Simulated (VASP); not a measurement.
A run of VASP 6.6.1 is set up as follows.

Contents of POSCAR:

```
MgB2
1.0
    3.0657312946      0.0000000000      0.0000000000
   -1.5328656473      2.6550011823      0.0000000000
    0.0000000000      0.0000000000      3.5205112975
Mg B
1 2
Direct
    0.0000000000      0.0000000000      0.0000000000
    0.3333333333      0.6666666667      0.5000000000
    0.6666666667      0.3333333333      0.5000000000
```

File INCAR.step1:

```
  PREC = Accurate
  ENCUT = 520
  ISMEAR = 0
  SIGMA = 0.1
  LREAL = False
  LASPH = True
  NELM = 80
  NBANDS = 11
  GGA = PE
  ALGO = Normal
  EDIFF = 1E-4
  LWAVE = True
  LCHARG = False
```

File INCAR.step2:

```
  PREC = Accurate
  ENCUT = 520
  EDIFF = 1E-7
  ISMEAR = 0
  SIGMA = 0.1
  LREAL = False
  LASPH = True
  NELM = 80
  ALGO = Normal
  ISIF = 2
  LWAVE = False
  LCHARG = False
  METAGGA = R2SCAN
  LMIXTAU = True
  NBANDS = 11
  ISTART = 1
```

KPOINTS

```
Automatic mesh
0
Gamma
  15 15 12
```

Potentials or basis: VASP PAW PBE potentials, release 64 (Mg, B).

The run is started by

```bash
$ cat potpaw_PBE.64/Mg/POTCAR potpaw_PBE.64/B/POTCAR > POTCAR
$ cp INCAR.step1 INCAR
$ mpirun -np 1 vasp_std > vasp.out
$ cp INCAR.step2 INCAR
$ mpirun -np 1 vasp_std > vasp.out
```

Predict the band gap on the k mesh.

zero (band 4 reaches 7.25 eV, above the bottom of band 5 at 3.27 eV).

What does it give for the pressure?

-0.4 GPa.

Stress tensor (GPa, compression positive):
```
-0.28  0.00  0.00
 0.00 -0.28  0.00
 0.00  0.00 -0.68
```

Caveat: the PAW data sets were made with another functional, which shifts forces and pressure a little.
